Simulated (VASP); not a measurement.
Input of a VASP 6.6.1 run:

The input INCAR:

```
PREC = Accurate
ENCUT = 600
EDIFF = 1E-6
ISMEAR = -1
SIGMA = 0.1
LREAL = False
LASPH = True
NELM = 100
ALGO = Normal
ISIF = 3
LWAVE = False
LCHARG = False
GGA = PS
IBRION = 2
NSW = 80
EDIFFG = -0.02
```

The input KPOINTS:

```
Automatic mesh
0
Gamma
  9 9 9
```

Contents of POSCAR:

```
Au
1.0
    0.0000000000      2.0350000000      2.0350000000
    2.0350000000      0.0000000000      2.0350000000
    2.0350000000      2.0350000000      0.0000000000
Au
1
Direct
    0.0000000000      0.0000000000      0.0000000000
```

Potentials or basis: VASP PAW PBE potentials, release 64 (Au).

Launch:

```console
$ cat potpaw_PBE.64/Au/POTCAR > POTCAR
$ mpirun -np 1 vasp_std > vasp.out
```

Q: Predict the space group after relaxing (to 0.05 Å).

A: Fm-3m (No. 225).

Q: Estimate the relaxed cell.

A: a = 2.885 Å, b = 2.885 Å, c = 2.885 Å, α = 60.00°, β = 60.00°, γ = 60.00°.

Final structure:
```cif
data_structure
_symmetry_space_group_name_H-M 'P 1'
_symmetry_Int_Tables_number 1
_cell_length_a 2.8853
_cell_length_b 2.8853
_cell_length_c 2.8853
_cell_angle_alpha 60.000
_cell_angle_beta 60.000
_cell_angle_gamma 60.000
_cell_volume 16.99
loop_
_atom_site_label
_atom_site_type_symbol
_atom_site_fract_x
_atom_site_fract_y
_atom_site_fract_z
_atom_site_occupancy
Au1 Au 0.00000 0.00000 0.00000 1
```

 Zero-point motion and thermal expansion aren't in these numbers.
